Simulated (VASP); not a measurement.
Ag, 4 atoms in the cell. The structure is hexagonal, space group P6_3/mmc (No. 194). Conventional cell: a = 2.886 Å, b = 2.886 Å, c = 10.000 Å, α = 90.00°, β = 90.00°, γ = 120.00°. Within 3.8 Å of Ag (site symmetry -6m2) lie 12 Ag at 2.89 to 3.00 Å. Ag (site symmetry -3m) has 12 Ag at 2.89 to 3.00 Å within 3.8 Å. 

```yaml
Program: VASP 6.6.1
Task: relaxation of cell and atoms
Functional: RPBE
Potentials_or_basis: VASP PAW PBE potentials, release 64 (Ag)
Cutoff: 600 eV
k_mesh: 13 × 13 × 3
Occupations: fermi-dirac, width 0.1 eV
Spin: no spin polarisation
Dipole_correction: no
Further_INCAR_settings: ALGO = Normal; EDIFF = 1e-06; IBRION = 2; EDIFFG = -0.01; NSW = 80; ISIF = 3
```

Potentials or basis: VASP PAW PBE potentials, release 64 (Ag).

Command:

```console
$ cat potpaw_PBE.64/Ag/POTCAR > POTCAR
$ mpirun -np 1 vasp_std > vasp.out
```

Hardware: 1 thread of AMD EPYC 9R45 (Zen 5), with other jobs on the host.

Q: How long does it take, and how much memory?

A: Run time: 6.5 min on 1 thread of AMD EPYC 9R45 (Zen 5) (shared host), peak memory 0.22 GiB. Counts: scf iterations 59, k points 42, ion steps 9.
